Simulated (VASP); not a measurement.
# Be (P1) in VASP: notebook, part 2 of 2

VASP 6.6.1. The steps go on from the part before.

**3. Single point, PBE**

INCAR reads:

```
ALGO = Normal ; EDIFF = 1E-6
ENCUT = 520 ; GGA = PE
ISIF = 2 ; ISMEAR = -1
LASPH = T ; LCHARG = F
LREAL = Auto ; LWAVE = F
NBANDS = 60 ; NELM = 60
PREC = Accurate ; SIGMA = 0.17
```

KPOINTS reads:

```
k-points
0
Gamma
  2 2 2
```

POSCAR reads:

```
Be
1.0
    7.0917640000      0.0000000000      0.0000000000
   -3.5458820000      6.1416480000      0.0000000000
    0.0000000000      0.0000000000      7.4085300000
Be
36
Direct
    0.0171601867     -0.0103229622      0.0484711542
    0.1315089128      0.2314036884      0.2455007944
   -0.0181381434     -0.0574275830      0.4673396747
    0.1038644182      0.1778350045      0.7509586922
   -0.0185977612      0.3054554738     -0.0203549152
    0.0774271329      0.5097166103      0.2625352128
   -0.0070015347      0.3359521744      0.4968866968
    0.1544984140      0.5764902189      0.7289705245
   -0.0280057864      0.6234808638     -0.0083822297
    0.1152557185      0.8286700899      0.2442184887
    0.0190056719      0.6417821406      0.4822549143
    0.0872622506      0.8594598714      0.7017856444
    0.3201806630     -0.0529499574     -0.0192345850
    0.4095596951      0.2172381094      0.2216904028
    0.3283607807     -0.0632403550      0.4394394030
    0.4362788581      0.2031050949      0.7286870675
    0.3236504014      0.2720768107     -0.0273603535
    0.4316547229      0.5399202299      0.2200031585
    0.3542985341      0.3040714805      0.4448790786
    0.4274881165      0.5008753351      0.7812346039
    0.2715140925      0.6430033112      0.0391980595
    0.4445521868      0.8508628303      0.2217848885
    0.3242442681      0.6400562194      0.4519925005
    0.4912985648      0.8445778723      0.7329929149
    0.6313105482     -0.0697695472      0.0033204968
    0.7411286796      0.1664211300      0.2776934156
    0.6870077161     -0.0071642009      0.4995727897
    0.7954494980      0.1692216812      0.7460994286
    0.6560759359      0.2936182601     -0.0072349036
    0.7840089399      0.5375267355      0.2342435004
    0.6680464620      0.2847607027      0.5277160246
    0.7284347501      0.5185416032      0.7359489669
    0.6158615724      0.6108621009      0.0095700497
    0.7156649220      0.7989060917      0.2547333952
    0.5960450093      0.5596380646      0.4670967115
    0.7949110755      0.8600460332      0.7240707671
```

Potentials or basis: VASP PAW PBE potentials, release 64 (Be).

Run with:

```bash
cat potpaw_PBE.64/Be/POTCAR > POTCAR
mpirun -np 1 vasp_std > vasp.out
```

Wall time 6.9 min (1 thread of Intel Xeon Platinum 8375C at 2.90GHz (Ice Lake), shared host); peak memory 0.42 GiB.

The run converged. Its results:

```yaml
Free_energy: -125.0250 eV
Pressure: -3.8 GPa
Largest_force: 3.891 eV/Å
Band_gap_on_the_k_mesh: zero (bands 36 and 37 overlap by 0.37 eV)
```

Forces on the atoms (eV/Å):
```
Be  -0.523 -0.861 -1.310
Be  -1.349 -0.232 -0.152
Be   0.119  0.509 -0.193
Be   0.175  0.192 -0.675
Be   0.613 -0.059  1.017
Be  -0.004 -0.503 -1.513
Be   0.718 -1.151  0.143
Be  -0.570 -0.576  0.632
Be  -0.161  0.401 -0.418
Be  -0.440 -0.120 -1.488
Be  -1.240 -0.137  0.516
Be   0.943 -0.008  1.249
Be  -0.344  0.807 -0.226
Be   2.015 -1.225 -0.862
Be  -0.084  1.955  2.326
Be  -0.136 -0.784  0.067
Be  -0.369  0.260  0.687
Be  -0.483 -1.716  1.255
Be  -2.174 -2.150  2.406
Be  -1.212  0.855 -1.927
Be   1.006 -0.922 -2.318
Be  -0.434  0.647  1.316
Be   0.886 -0.536  1.419
Be  -1.119 -0.151 -0.029
Be   0.569  1.038 -0.455
Be   0.372  0.628 -1.852
Be  -0.113 -1.158  0.022
Be  -1.188  0.162  0.467
Be   0.022 -0.270  0.064
Be  -0.436 -0.666  0.420
Be  -0.513  0.169 -1.517
Be   1.447  0.355  0.416
Be   1.937  0.413 -1.169
Be   0.790  2.183 -0.096
Be   1.901  3.147  1.105
Be  -0.623 -0.495  0.674
```

Stress tensor (GPa, compression positive):
```
-2.62  1.27  0.26
 1.27 -3.24  1.15
 0.26  1.15 -5.53
```

Levels at points of the mesh, in eV from the Fermi level:
```
           k point  band 32  band 33  band 34  band 35  band 36  band 37  band 38  band 39  band 40  band 41
(0.00, 0.00, 0.00)    -0.48    -0.45    -0.22    -0.10     0.00     0.22     0.38     0.42     0.51     0.56
(0.50, 0.00, 0.00)    -1.06    -0.78    -0.63    -0.33    -0.02     0.62     0.82     0.99     1.17     1.36
(0.00, 0.50, 0.00)    -1.02    -0.93    -0.65    -0.46     0.00     0.54     0.84     1.02     1.12     1.43
(0.50, 0.50, 0.00)    -0.92    -0.87    -0.64    -0.25     0.02     0.51     0.75     1.06     1.07     1.33
(0.00, 0.00, 0.50)    -1.28    -1.25    -1.01    -0.89    -0.57    -0.35    -0.29    -0.06     0.09     2.14
(0.50, 0.00, 0.50)    -1.38    -1.20    -1.14    -0.84    -0.80     0.91     1.29     1.36     1.46     1.55
(0.00, 0.50, 0.50)    -1.55    -1.29    -1.27    -0.87    -0.54     0.90     1.13     1.44     1.52     1.61
(0.50, 0.50, 0.50)    -1.36    -1.16    -1.05    -0.87    -0.66     0.92     1.21     1.38     1.42     1.69
```

Caveat: the k points lie up to 0.51 Å⁻¹ apart; forces of over 1 eV/Å act on the atoms, so gaps and moduli don't describe the material at rest.

**4. Single point, PBE**

INCAR reads:

```
SYSTEM = Be
  ALGO = Normal
  EDIFF = 1E-6
  ENCUT = 520
  GGA = PE
  ISIF = 2
  ISMEAR = -1
  LASPH = .TRUE.
  LCHARG = .FALSE.
  LREAL = Auto
  LWAVE = .FALSE.
  NBANDS = 60
  NELM = 80
  PREC = Accurate
  SIGMA = 0.17
```

KPOINTS reads:

```
k-points
0
G
  2 2 2
  0 0 0
```

POSCAR reads:

```
Be
1.0
    7.0917640000      0.0000000000      0.0000000000
   -3.5458820000      6.1416480000      0.0000000000
    0.0000000000      0.0000000000      7.4085300000
Be
36
Direct
   -0.0701013569     -0.1040763000     -0.0462439917
    0.0860871976      0.1137968181      0.2833355605
    0.0069544866     -0.0438481658      0.5215069656
    0.1032824880      0.1279949616      0.7465448611
   -0.0428592319      0.3058625307     -0.0149017416
    0.1311041861      0.5154316887      0.2657882198
    0.0141384270      0.2540034857      0.5099932105
    0.0634967858      0.4384816583      0.7458294695
   -0.0197140727      0.6113831336      0.0109333431
    0.1417936928      0.8451965987      0.2286958411
   -0.0089197384      0.6351715370      0.5266901801
    0.1494867406      0.8318451334      0.7446551475
    0.3354816305     -0.0883964695     -0.0112033021
    0.4061713713      0.1826545579      0.2278589680
    0.3411387892     -0.0136282639      0.4643836227
    0.4351876417      0.1018781930      0.7203183358
    0.2967881434      0.2952302053     -0.0098130128
    0.4395016248      0.5011846983      0.2772614810
    0.3315764238      0.2786222851      0.5029742742
    0.3796374021      0.4921480358      0.7165119126
    0.3200719706      0.5782975514     -0.0383611864
    0.4109403669      0.8120947342      0.2801770392
    0.3100508451      0.6361484735      0.4970756682
    0.4088069722      0.8140323249      0.7679391188
    0.6642545157     -0.0975959547      0.0183437200
    0.7800909022      0.1749693242      0.2716328340
    0.6881743489     -0.0275333266      0.5217364308
    0.7353402497      0.1736830245      0.7868632509
    0.6622126923      0.2926087591      0.0441248129
    0.8015971281      0.5010707224      0.2957401806
    0.6910449687      0.2627633495      0.5164722286
    0.7928206910      0.4944601188      0.8156138937
    0.6298900390      0.5778904945      0.0245392811
    0.7864349628      0.8530772197      0.2338655577
    0.6666892550      0.6666614563      0.5237206301
    0.7813275249      0.8305099869      0.7320210622
```

Potentials or basis: VASP PAW PBE potentials, release 64 (Be).

Run with:

```bash
cat potpaw_PBE.64/Be/POTCAR > POTCAR
mpirun -np 1 vasp_std > vasp.out
```

OUTCAR:

```text
SYSTEM = Be
   EDIFF = 1E-6
   ENCUT = 520
   GGA = PE
   ISIF = 2
   ISMEAR = -1
   LASPH = .TRUE.
   LREAL = Auto
   NELM = 80
   PREC = Accurate

 ion  position               nearest neighbor table
   1  0.930  0.896  0.954-  36 1.88  25 1.97   4 2.13  33 2.26   9 2.26  34 2.26
   2  0.086  0.114  0.283-   3 2.01  34 2.03  14 2.11   7 2.14  10 2.17  19 2.24
   3  0.007  0.956  0.522-   4 1.97   2 2.01  36 2.09   7 2.09  11 2.22  35 2.25  19 2.30  15 2.31
                            27 2.32  12 2.33
   4  0.103  0.128  0.747-   3 1.97   1 2.13   7 2.20  36 2.20  17 2.22  12 2.28  19 2.30  20 2.34
                             8 2.36
   5  0.957  0.306  0.985-   8 1.97  28 2.01  29 2.09   9 2.10  21 2.33
   6  0.131  0.515  0.266-  23 2.05  22 2.05  18 2.24  30 2.30  10 2.32
   7  0.014  0.254  0.510-   3 2.09   8 2.10   2 2.14  19 2.17  27 2.17   4 2.20  26 2.29  31 2.32
[... 18 lines left out ...]
  21  0.320  0.578  0.962-  17 1.94  20 2.03  24 2.05   8 2.25  33 2.25  13 2.32   5 2.33
  22  0.411  0.812  0.280-  23 1.94   6 2.05  15 2.06  10 2.07  18 2.31
  23  0.310  0.636  0.497-  22 1.94   6 2.05  20 2.11  11 2.27  24 2.29  18 2.30
  24  0.409  0.814  0.768-  12 1.91  13 1.95  16 1.99  21 2.05  20 2.22  23 2.29
  25  0.664  0.902  0.018-  34 1.93   1 1.97  33 2.19  13 2.37
  26  0.780  0.175  0.272-  31 2.11  29 2.22  27 2.23  30 2.25   7 2.29  34 2.32
  27  0.688  0.972  0.522-  31 2.05  35 2.10  36 2.13   7 2.17  26 2.23   3 2.32  28 2.35
  28  0.735  0.174  0.787-  16 1.99   5 2.01  32 2.11   8 2.16  31 2.17  29 2.25  27 2.35
  29  0.662  0.293  0.044-  14 2.08   5 2.09  32 2.11  33 2.15  26 2.22  28 2.25   9 2.27  30 2.28

  30  0.802  0.501  0.296-  11 2.09  31 2.20  26 2.25  29 2.28   6 2.30   9 2.38
  31  0.691  0.263  0.516-  27 2.05  26 2.11  28 2.17  16 2.19  30 2.20  15 2.30   7 2.32
  32  0.793  0.494  0.816-   9 1.86  29 2.11  28 2.11  33 2.18   8 2.21
  33  0.630  0.578  0.025-  29 2.15  32 2.18  25 2.19  18 2.21  17 2.22  21 2.25   1 2.26  34 2.30
                             9 2.38
  34  0.786  0.853  0.234-  25 1.93   2 2.03   1 2.26  33 2.30  26 2.32
  35  0.667  0.667  0.524-  36 1.86  27 2.10   3 2.25  20 2.28  18 2.33
  36  0.781  0.831  0.732-  35 1.86   1 1.88   3 2.09  27 2.13   4 2.20

  LATTYP: Found a hexagonal cell.
 ALAT       =     7.0917640000
 C/A-ratio  =     1.0446667430

  Lattice vectors:

 A1 = (   7.0917640000,   0.0000000000,   0.0000000000)
 A2 = (  -3.5458820000,   6.1416480000,   0.0000000000)
 A3 = (   0.0000000000,   0.0000000000,   7.4085300000)

Analysis of symmetry for initial positions (statically):
=====================================================================
 Subroutine PRICEL returns:
 Original cell was already a primitive cell.

 Routine SETGRP: Setting up the symmetry group for a
 hexagonal supercell.

 Subroutine GETGRP returns: Found  1 space group operations
 (whereof  1 operations were pure point group operations)
 out of a pool of 24 trial point group operations.

The static configuration has the point symmetry C_1 .

Analysis of symmetry for dynamics (positions and initial velocities):
=====================================================================
 Subroutine PRICEL returns:
 Original cell was already a primitive cell.

 Routine SETGRP: Setting up the symmetry group for a
 hexagonal supercell.

 Subroutine GETGRP returns: Found  1 space group operations
 (whereof  1 operations were pure point group operations)
 out of a pool of 24 trial point group operations.

The dynamic configuration has the point symmetry C_1 .

 Subroutine INISYM returns: Found  1 space group operations
 (whereof  1 operations are pure point group operations),
[... 130 lines left out ...]
   number of dos      NEDOS =    301   number of ions     NIONS =     36
   total plane-waves  NPLWV = 163296
   dimension x,y,z NGX =    54 NGY =   54 NGZ =   56
   dimension x,y,z NGXF=   108 NGYF=  108 NGZF=  112
   ions per type =              36
   NGX,Y,Z   is equivalent  to a cutoff of  12.66, 12.66, 12.57 a.u.
   NGXF,Y,Z  is equivalent  to a cutoff of  25.32, 25.32, 25.13 a.u.
 SYSTEM =  Be
   PREC   = accura    normal or accurate (medium, high low for compatibility)
   ISTART =      0    job   : 0-new  1-cont  2-samecut
   ICHARG =      2    charge: 1-file 2-atom 10-const
   ISPIN  =      1    spin polarized calculation?
   LNONCOLLINEAR =      F non collinear calculations
   LSORBIT =      F    spin-orbit coupling
   LASPH  =      T    aspherical Exc in radial PAW
   ENCUT  =  520.0 eV  38.22 Ry    6.18 a.u.  13.19 13.19 13.77*2*pi/ulx,y,z
   NELM   =     80;   NELMIN=  2; NELMDL= -5     # of ELM steps
   EDIFF  = 0.1E-05   stopping-criterion for ELM
   LREAL  =      T    real-space projection
   EDIFFG = 0.1E-04   stopping-criterion for IOM
   NSW    =      0    number of steps for IOM
   IBRION =     -1    ionic relax: 0-MD 1-quasi-New 2-CG
   NFREE  =      0    steps in history (QN), initial steepest desc. (CG)
   ISIF   =      2    stress and relaxation
   ISYM   =      2    0-nonsym 1-usesym 2-fastsym
   POTIM  = 0.5000    time-step for ionic-motion
   TEBEG  =    0.0;   TEEND  =   0.0 temperature during run
   PSTRESS=    0.0 pullay stress
   NELECT =      72.0000    total number of electrons
   NUPDOWN=      -1.0000    fix difference up-down
   EMIN   =  10.00;   EMAX   =-10.00  energy-range for DOS
   EFERMI =   0.00;   METHOD = LEGACY
   ISMEAR =    -1;   SIGMA  =   0.17  broadening in eV -4-tet -1-fermi 0-gaus
   EFERMI_NEDOS =   21; number of points for ismear=-14 and -15
   IALGO  =     38    algorithm
   IMIX   =      4    mixing-type and parameters
     AMIX     =   0.40;   BMIX     =  1.00
     AMIX_MAG =   1.60;   BMIX_MAG =  1.00
  volume/ion in A,a.u.               =       8.96        60.49
  Fermi-wavevector in a.u.,A,eV,Ry     =   0.992953  1.876409 13.414734  0.985955
  Thomas-Fermi vector in A             =   2.124801
   LORBIT       =      0    0 simple, 1 ext, 2 COOP (PROOUT), +10 PAW based schemes
   GGA     = PE    functional components
   LHFCALC =     F    Hartree Fock is set to
   AEXX    =    0.0000 exact exchange contribution
   IVDW    =     0    specifies the selected vdW correction
   LEPSILON=     F    determine dielectric tensor
   LRPA    =     F    only Hartree local field effects (RPA)
 non-spin polarized calculation
  energy-cutoff  :      520.00
  volume of cell :      322.68
 maximum number of plane-waves:      8704
 NGX is ok and might be reduce to    54
   NGX = 27   NGY = 27   NGZ = 27

 number of electron      72.0000000 magnetization

 Free energy of the ion-electron system (eV)
  ---------------------------------------------------
  ext. energy  EPLUGINS =         0.00000000
  ---------------------------------------------------
  free energy    TOTEN  =      -123.62890911 eV

  energy without entropy =     -123.11796214  energy(sigma->0) =     -123.37343562

 E-fermi :   5.5569     XC(G=0): -10.1467

 val. band max:        5.5556527462   @ k =   0.0000   0.0000   0.5000
 cond. band min:       5.5851979741   @ k =   0.0000   0.0000   0.0000
 fundamental gap:      0.0295452279
 Fermi energy:         5.5569382349

 k-point     1 :       0.0000    0.0000    0.0000
  band No.  band energies     occupation
      1      -4.7188      2.00000
      2      -2.8342      2.00000
      3      -2.6480      2.00000
      4      -1.9795      2.00000
      5      -1.8867      2.00000
      6      -1.7992      2.00000
[... 397 lines left out ...]
     47       8.0389      0.00000
     48       8.1954      0.00000
 [bands above 48 left out]

------------------------ aborting loop because EDIFF is reached ----------------------------------------

  FORCE on cell =-STRESS in cart. coord.  units (eV):
  Direction    XX          YY          ZZ          XY          YZ          ZX
  --------------------------------------------------------------------------------------
  -------------------------------------------------------------------------------------
  Total       -6.7650906     -3.0800644     -3.9219675     -1.7994814      4.6504366      4.0052170
  in kB      -33.5902286    -15.2932272    -19.4734694     -8.9348385     23.0904856     19.8868223
  external PRESSURE =     -22.7856417 kB  Pullay stress =       0.0000000 kB

 VOLUME and BASIS-vectors are now :
 -----------------------------------------------------------------------------
  energy-cutoff  :      520.00
  volume of cell :      322.68
      direct lattice vectors                 reciprocal lattice vectors
     7.091764000  0.000000000  0.000000000     0.141008640  0.081411374  0.000000000
    -3.545882000  6.141648000  0.000000000     0.000000000  0.162822747  0.000000000
     0.000000000  0.000000000  7.408530000     0.000000000  0.000000000  0.134979544

 POSITION                                       TOTAL-FORCE (eV/Angst)
 -----------------------------------------------------------------------------------
      3.41778      5.50245      7.06593         2.640853      0.527851      2.439783
      0.20700      0.69890      2.09910         0.263089      2.025614     -1.225128
     -3.34108      5.87235      3.86360        -0.012570     -1.466861     -0.989550
      0.27860      0.78610      5.53080        -0.351299      1.291628      0.647261
      5.70326      1.87850      7.29813         1.402783     -0.905295      1.810762
     -0.89790      3.16560      1.96910        -0.977492     -0.974905     -0.902656
[... 28 lines left out ...]
      2.36410      4.09440      3.88000         0.075108     -2.362760     -1.983826
      2.59610      5.10070      5.42320        -0.564430      0.296431      0.983208
 -----------------------------------------------------------------------------------
    total drift:                                0.001598      0.000256     -0.001839

  FREE ENERGIE OF THE ION-ELECTRON SYSTEM (eV)
  ---------------------------------------------------
  free  energy   TOTEN  =      -123.6289091076 eV

  energy  without entropy=     -123.1179621352  energy(sigma->0) =     -123.37343562
```

It took 7.9 min on 1 thread of Intel Xeon Platinum 8375C at 2.90GHz (Ice Lake), shared host; peak memory 0.42 GiB.

Results:

| Property | Result |
| --- | --- |
| Free energy | -123.6289 eV |
| Pressure | -2.3 GPa |
| Largest force | 3.634 eV/Å |
| Band gap on the k mesh | zero (bands 36 and 37 overlap by 0.76 eV) |

Forces in eV/Å, atoms in the order of the input:
```
Be   2.641  0.528  2.440
Be   0.263  2.026 -1.225
Be  -0.013 -1.467 -0.990
Be  -0.351  1.292  0.647
Be   1.403 -0.905  1.811
Be  -0.977 -0.975 -0.903
Be  -0.738  0.699 -0.357
Be  -0.229  2.074 -0.462
Be   1.109  0.928  1.604
Be  -1.581 -0.560  0.485
Be  -0.122 -0.842 -0.325
Be  -2.649 -0.731  0.272
Be  -0.316  0.934  0.779
Be   1.148 -0.250  0.307
Be  -0.022 -1.067  0.787
Be  -0.971  2.269  0.635
Be   0.824 -1.236  0.357
Be  -0.584  0.393 -0.587
Be   0.345 -0.213  0.087
Be   1.441 -0.274  0.712
Be  -1.144  1.284  1.732
Be   1.811  1.310 -1.843
Be   0.393 -0.610  1.143
Be   2.652 -0.418 -1.130
Be  -2.299  0.919 -1.181
Be   0.147 -0.596 -0.431
Be  -0.707 -0.644 -0.364
Be   1.147 -1.196 -0.502
Be  -0.106 -0.444 -0.690
Be  -1.006  0.058 -0.874
Be  -0.795  1.141  0.629
Be  -1.038 -0.456 -2.755
Be   0.399  0.454 -0.358
Be   0.413 -1.359  1.550
Be   0.075 -2.363 -1.984
Be  -0.564  0.296  0.983
```

Stress tensor (GPa, compression positive):
```
-3.36 -0.89  1.99
-0.89 -1.53  2.31
 1.99  2.31 -1.95
```

Caveat: the k points lie up to 0.51 Å⁻¹ apart, too coarse for converged energies and pressures of a metal; forces of over 1 eV/Å act on the atoms, so gaps and moduli don't describe the material at rest.

**5. The runs side by side**

```csv
cell,gap on the mesh (eV),pressure (GPa),largest force (eV/Å)
"as given, atomic positions A",none,-5.5,2.75
"as given, atomic positions B",none,-3.8,3.89
"as given, atomic positions C",none,-2.3,3.63
```

Alike in all rows: task single point; level PBE; potentials or basis VASP PAW PBE potentials, release 64 (Be); no spin polarisation; k mesh 2 × 2 × 2; cutoff (eV) 520; smearing fermi-dirac 0.17 eV.

Caveats: all runs use coarse meshes; forces of over 1 eV/Å act on the atoms, so gaps and moduli don't describe the material at rest.

Total energies depend on the potentials used, so only differences within one code and one set of settings carry meaning.
